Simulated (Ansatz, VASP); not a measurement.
# One calculation of Pb, two programs

The input INCAR:

```
SYSTEM = Pb
ALGO     = Normal         ! electronic algorithm
EDIFF    = 1E-6           ! SCF threshold, eV
ENCUT    = 500            ! plane-wave cutoff, eV
GGA      = PS             ! functional
GGA_COMPAT= .FALSE.      
ISIF     = 2              ! what is computed and relaxed
ISMEAR   = 0              ! smearing method
LASPH    = .TRUE.         ! aspherical terms in the spheres
LCHARG   = .FALSE.        ! write CHGCAR
LREAL    = .FALSE.        ! projectors in reciprocal space
LWAVE    = .FALSE.        ! write WAVECAR
NBANDS   = 13             ! bands
NELM     = 120            ! most SCF steps
PREC     = Accurate       ! precision mode
SIGMA    = 0.1            ! smearing width, eV
```

Contents of KPOINTS:

```
k-points
0
G
  12 12 12
  0 0 0
```

Contents of POSCAR:

```
Pb
1.0
    3.4891444898      0.0000000000      0.0000000000
   -1.7445722449      3.0216877656      0.0000000000
    1.7445722449      1.0072292552      2.8488745463
Pb
1
Direct
    0.0000000000      0.0000000000      0.0000000000
```

Input for Ansatz:

```yaml
crystal:
  lattice:
    - [3.4891444898, 0.0, 0.0]
    - [-1.7445722449, 3.0216877656, 0.0]
    - [1.7445722449, 1.0072292552, 2.8488745463]
  atoms:
    - { symbol: Pb, position: [0.0, 0.0, 0.0] }
basis:
  ecutwfc: 420
kpoints:
  mp_grid: { grid: [12, 12, 12] }
hamiltonian:
  xc: pbesol
scf:
  occupations: { method: gaussian, width: 0.1 }
output:
  forces: true
  stress: true
  eigenvalues: true
```

Alike in both runs: task single point; functional PBEsol; k mesh 12 × 12 × 12; occupations gaussian, width 0.1 eV; no spin polarisation.

```csv
,VASP,Ansatz
version,VASP 6.6.1,Ansatz 0.2.0
potentials or method,"VASP PAW PBE potentials, release 64 (Pb_d), cutoff 500 eV","scalar-relativistic, plane waves, PAW"
valence electrons in the cell,14,14
```

|  | VASP | Ansatz | Ansatz less VASP |
| --- | --- | --- | --- |
| gap on the k mesh at the Fermi level (eV) | none | none | - |
| pressure (GPa) | 0.2 | 0.2 | +0.08 |

VASP's potentials were made for PBE, not for PBEsol. A gap of «none» marks a metal or a gap that the smearing closes. With one functional, cell and mesh, what is left measures potentials, basis and numerics.

Neither program's run includes spin-orbit coupling.
